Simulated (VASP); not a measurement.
Ir, 8 atoms in the cell. It takes space group P6_3/mmc (No. 194, hexagonal). The conventional cell has a = 2.719 Å, b = 2.719 Å, c = 4.408 Å, α = 90.00°, β = 90.00°, γ = 120.00°. Within 3.6 Å of Ir (site symmetry -6m2) lie 12 Ir at 2.71 to 2.72 Å. This isn't the form of Ir at room conditions, which is fcc.

* Program: VASP 6.6.1
* Task: relaxation of cell and atoms
* Functional: PBEsol
* Potentials or basis: VASP PAW PBE potentials, release 64 (Ir)
* Cutoff: 600 eV
* k mesh: 8 × 6 × 6
* Occupations: gaussian, width 0.1 eV
* Spin: no spin polarisation
* Dipole correction: no
* Further INCAR settings: ALGO = Fast; EDIFF = 1e-07; IBRION = 2; EDIFFG = -0.015; NSW = 80; ISIF = 3

Potentials or basis: VASP PAW PBE potentials, release 64 (Ir).

The run is started by

```sh
$ cat potpaw_PBE.64/Ir/POTCAR > POTCAR
$ mpirun -np 1 vasp_std > vasp.out
```

Hardware: 1 thread of Oxide Virtual Turin-like Processor (shared host).

Task: How long does it take, and how much memory?

Result: Run time: 13 min on 1 thread of Oxide Virtual Turin-like Processor (shared host), peak memory 0.34 GiB. Counts: scf iterations 69, k points 35, ion steps 5.
